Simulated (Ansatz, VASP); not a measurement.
## NbSi: VASP beside Ansatz

Contents of POSCAR:

```
NbSi
1.0
    0.0000000000      2.5738300000      2.5738300000
    2.5738300000      0.0000000000      2.5738300000
    2.5738300000      2.5738300000      0.0000000000
Nb Si
1 1
Direct
    0.0000000000      0.0000000000      0.0000000000
    0.5000000000      0.5000000000      0.5000000000
```

File INCAR.step1:

```
SYSTEM = NbSi
PREC     = Accurate       ! precision mode
ENCUT    = 520            ! plane-wave cutoff, eV
EDIFF    = 1E-5           ! SCF threshold, eV
ISMEAR   = -1             ! smearing method
SIGMA    = 0.05           ! smearing width, eV
LREAL    = .False.        ! projectors in reciprocal space
LASPH    = .True.         ! aspherical terms in the spheres
NELM     = 80             ! most SCF steps
ALGO     = Normal         ! electronic algorithm
ISIF     = 2              ! what is computed and relaxed
LWAVE    = .True.         ! write WAVECAR
LCHARG   = .False.        ! write CHGCAR
NBANDS   = 16             ! bands
GGA      = PE             ! functional
```

The input INCAR.step2:

```
SYSTEM = NbSi
PREC     = Accurate       ! precision mode
ENCUT    = 520            ! plane-wave cutoff, eV
EDIFF    = 1E-7           ! SCF threshold, eV
ISMEAR   = -1             ! smearing method
SIGMA    = 0.05           ! smearing width, eV
LREAL    = .False.        ! projectors in reciprocal space
LASPH    = .True.         ! aspherical terms in the spheres
NELM     = 80             ! most SCF steps
ALGO     = Normal         ! electronic algorithm
ISIF     = 2              ! what is computed and relaxed
LWAVE    = .False.        ! write WAVECAR
LCHARG   = .False.        ! write CHGCAR
METAGGA  = R2SCAN         ! meta-GGA
LHFCALC  = .True.         ! exact exchange
AEXX     = 0.5            ! exact-exchange fraction
LMIXTAU  = .True.       
PRECFOCK = Normal       
NBANDS   = 16             ! bands
ISTART   = 1
```

The input KPOINTS:

```
regular mesh
0
Gamma
  5 5 5
  0 0 0
```

input

```
crystal:
  lattice:
    - [0.0, 2.57383, 2.57383]
    - [2.57383, 0.0, 2.57383]
    - [2.57383, 2.57383, 0.0]
  atoms:
    - { symbol: Nb, position: [0.0, 0.0, 0.0] }
    - { symbol: Si, position: [0.5, 0.5, 0.5] }
hamiltonian:
  xc: r2scan50
  pseudopotentials: { kind: paw }
kpoints:
  mp_grid: { grid: [5, 5, 5] }
scf:
  occupations: { method: fermi_dirac, width: 0.05 }
output:
  forces: true
  stress: true
  eigenvalues: true
  write_density: true
  write_potential: true
  elf: true
  volumetric_format: npy
```

Alike in both runs: task single point; functional r2SCAN50; k mesh 5 × 5 × 5; occupations fermi-dirac, width 0.05 eV; no spin polarisation.

|  | VASP | Ansatz |
| --- | --- | --- |
| version | VASP 6.6.1 | Ansatz 0.2.0 |
| potentials or method | VASP PAW PBE potentials, release 64 (Nb_sv, Si) | Ansatz PAW |
| plane-wave cutoff (eV) | 520 | 500 |
| valence electrons in the cell | 17 | 17 |

|  | VASP | Ansatz | Ansatz less VASP |
| --- | --- | --- | --- |
| gap on the k mesh at the Fermi level (eV) | none | none | - |
| pressure (GPa) | -8.3 | -7.6 | +0.77 |

VASP's potentials were made for PBE, not for r2SCAN50. A gap of «none» marks a metal or a gap that the smearing closes.

The k mesh is coarse, so the values compare programs but aren't converged.
